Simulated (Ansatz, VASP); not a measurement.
# Two plane-wave programs on MgO

```
Mg O
1.0
     0.00000    2.08165    2.08165
     2.08165    0.00000    2.08165
     2.08165    2.08165    0.00000
Mg O
1 1
Direct
  0.00000 0.00000 0.00000
  0.50000 0.50000 0.50000
```

Alike in both runs: task relaxation of cell and atoms; functional LDA; k mesh 8 × 8 × 8; occupations gaussian, width 0.02 eV; no spin polarisation.

|  | VASP | Ansatz |
| --- | --- | --- |
| version | VASP 6.6.1 | Ansatz 0.2.0 |
| potentials or method | VASP PAW LDA potentials, release 64 (Mg, O), cutoff 600 eV | scalar-relativistic, plane waves, PAW |
| valence electrons in the cell | 8 | 16 |

|  | VASP | Ansatz | Ansatz less VASP |
| --- | --- | --- | --- |
| gap on the k mesh at the Fermi level, each at its own relaxed structure (eV) | 5.15 | 5.03 | -0.124 |
| relaxed volume (Å³/atom) | 8.89 | 9.00 | +0.111 |
| relaxed cell length with the largest relative difference (Å) | 2.930 | 2.942 | +0.0121 |

Ansatz warns that its potentials were made for another functional, while VASP's fit it. LDA's correlation is that of Perdew and Zunger in VASP and of Perdew and Wang (1992) in Ansatz. VASP's potentials hold 8 valence electrons a cell and Ansatz's 16, so a difference there can come from the potentials and not from the codes.
